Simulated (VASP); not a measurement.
Wanted: the native input for a VASP 6.6.1 run.

```
Task                   : single point
Functional             : PBE
Potentials or basis    : VASP PAW PBE potentials, release 64 (Sm_3, O), 4f in core
Cutoff                 : 600 eV
k mesh                 : 3 × 3 × 6
Occupations            : gaussian, width 0.1 eV
Spin                   : no spin polarisation
Dipole correction      : no
Mended                 : yes
Further INCAR settings : ALGO = Normal; EDIFF = 1e-06; NBANDS = 28
```

The structure of Sm3O lies in POSCAR:

```
Sm3O
1.0
    5.8718325657      0.0000000000      0.0000000000
   -2.9359162828      5.0851561687      0.0000000000
    0.0000000000      0.0000000000      3.4854854520
Sm O
3 1
Direct
    0.5000000000      0.0000000000      0.0000000000
    0.0000000000      0.5000000000      0.0000000000
    0.5000000000      0.5000000000      0.0000000000
    0.0000000000      0.0000000000      0.0000000000
```

The cell was built from a structure type or drawn by symmetry, and may not be a known phase.

The input as run:

INCAR

```
PREC = Accurate ; ENCUT = 600
EDIFF = 1E-6 ; ISMEAR = 0
SIGMA = 0.1 ; LREAL = F
LASPH = T ; NELM = 200
ALGO = Normal ; ISIF = 2
LWAVE = F ; LCHARG = F
GGA = PE ; NBANDS = 28
GGA_COMPAT = F ; LMAXMIX = 6
```

KPOINTS

```
regular mesh
0
Gamma
  3 3 6
```

Potentials or basis: VASP PAW PBE potentials, release 64 (Sm_3, O), 4f in core.

The run is started by

```bash
$ cat potpaw_PBE.64/Sm_3/POTCAR potpaw_PBE.64/O/POTCAR > POTCAR
$ mpirun -np 1 vasp_std > vasp.out
```

Results of the run:

```yaml
Pressure: 0.2 GPa
Band_gap_on_the_k_mesh: zero (an odd number of electrons rules out a gap without spin polarisation)
```

Caveat: the k points lie up to 0.41 Å⁻¹ apart, too coarse for converged energies and pressures of a metal; spin-orbit coupling is left out, which moves the levels of the heavy elements; the 4f electrons are frozen in the core, so they carry no moment and show no levels; an odd number of electrons without spin polarisation forces a metal; a magnetic or distorted state may lie lower; the run has no spin polarisation, though such a crystal can be magnetic.

It took 36 s on 1 thread of Intel(R) Xeon(R) Platinum 8375C CPU @ 2.90GHz (Ice Lake), on a shared host, peak memory 0.24 GiB.
